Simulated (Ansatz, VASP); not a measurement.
CuO in VASP and in Ansatz

```
CELL_PARAMETERS angstrom
1.99097 -2.15355 0.00000
1.99097 2.15355 0.00000
0.00000 0.00000 5.15593
ATOMIC_POSITIONS crystal
Cu 0.00000 0.50000 0.00000
Cu 0.50000 0.00000 0.50000
O 0.50000 0.50000 0.25000
O 0.50000 0.50000 0.75000
```

Alike in both runs: task single point; functional PBE; k mesh 14 × 14 × 8; occupations gaussian, width 0.1 eV; no spin polarisation.

```csv
,VASP,Ansatz
version,VASP 6.6.1,Ansatz 0.2.0
potentials or method,"VASP PAW PBE potentials, release 64 (Cu, O)","scalar-relativistic, plane waves"
plane-wave cutoff (eV),520,930
valence electrons in the cell,34,50
```

|  | VASP | Ansatz | Ansatz less VASP |
| --- | --- | --- | --- |
| gap on the k mesh at the Fermi level (eV) | none | none | - |
| pressure (GPa) | 2.1 | 1.4 | -0.73 |
| traceless stress, the component that is largest in VASP (GPa) | -0.51 | -0.46 | +0.047 |

A gap of «none» marks a metal or a gap that the smearing closes. VASP's potentials hold 34 valence electrons a cell and Ansatz's 50, so a difference there can come from the potentials and not from the codes.
